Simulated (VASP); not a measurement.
Crystal: Ba.

```
Ba
1.0
     4.34139    0.00000    0.00000
    -1.44713    4.09310    0.00000
    -1.44713   -2.04655    3.54473
Ba
1
Direct
  0.00000 0.00000 0.00000
```

```yaml
Program: VASP 6.6.1
Task: relaxation of cell and atoms
Functional: r2SCAN
Potentials_or_basis: VASP PAW PBE potentials, release 64 (Ba_sv)
Cutoff: 600 eV
k_mesh: 7 × 7 × 7
Occupations: fermi-dirac, width 0.15 eV
Spin: no spin polarisation
```

At the start: pressure 0.4 GPa; volume 62.99 Å³/atom.

Question: Where does the relaxation end?

Answer: Over 5 steps the energy falls by 3.9 meV/atom and the volume is 66.03 Å³/atom (+4.8 %); space group Im-3m (No. 229, to 0.1 Å) before and after.

Step by step:
| step | energy change (eV) | largest force (eV/Å) | pressure (GPa) | volume (Å³) |
| --- | --- | --- | --- | --- |
| 1 | 0.0000 | 0.0000 | 0.40 | 62.99 |
| 2 | -0.0028 | 0.0000 | 0.20 | 64.44 |
| 3 | -0.0037 | 0.0000 | 0.08 | 65.40 |
| 4 | -0.0033 | 0.0000 | -0.16 | 67.35 |
| 5 | -0.0039 | 0.0000 | 0.00 | 66.03 |

Final structure:
```
Ba
1.0
     4.41020    0.00000    0.00000
    -1.47007    4.15797    0.00000
    -1.47007   -2.07899    3.60091
Ba
1
Direct
  0.00000 0.00000 0.00000
```

Caveat: the PAW data sets were made with another functional, which shifts forces and pressure a little.
